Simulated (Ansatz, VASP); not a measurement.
**Two plane-wave programs on AlN**

```
Al N
1.0
     3.11100    0.00000    0.00000
    -1.55550    2.69421    0.00000
     0.00000    0.00000    4.97800
Al N
2 2
Direct
  0.36037 0.72572 0.98805
  0.63573 0.29350 0.48421
  0.32808 0.63848 0.41264
  0.67582 0.34229 0.88509
```

Change from the starting cell: all atoms moved at random (sigma 0.1 Å a component).

Alike in both runs: task single point; functional r2SCAN; k mesh 12 × 12 × 6; occupations gaussian, width 0.05 eV; no spin polarisation.

|  | VASP | Ansatz |
| --- | --- | --- |
| version | VASP 6.6.1 | Ansatz 0.2.0 |
| potentials or method | VASP PAW PBE potentials, release 64 (Al, N), cutoff 520 eV | scalar-relativistic, plane waves, PAW |
| valence electrons in the cell | 16 | 16 |

Ansatz gave:

| Quantity | Value |
| --- | --- |
| gap on the k mesh at the Fermi level (eV) | 4.17 |
| least direct gap on the mesh (eV) | 4.17 |
| pressure (GPa) | 3.4 |
| traceless stress, the component that is largest in VASP (GPa) | 12.44 |
| rms of the force components (eV/Å) | 1.664 |

Question: What did VASP give for the same quantities?

Answer: gap on the k mesh at the Fermi level (eV): 4.21; least direct gap on the mesh (eV): 4.21; pressure (GPa): 3.1; traceless stress, the component that is largest in VASP (GPa): 12.72; rms of the force components (eV/Å): 1.687.

VASP's potentials were made for PBE, not for r2SCAN. Atom by atom the forces differ by 0.024 eV/Å (rms over components). The functional is the same, so the differences come from potentials, cutoffs and numerics.
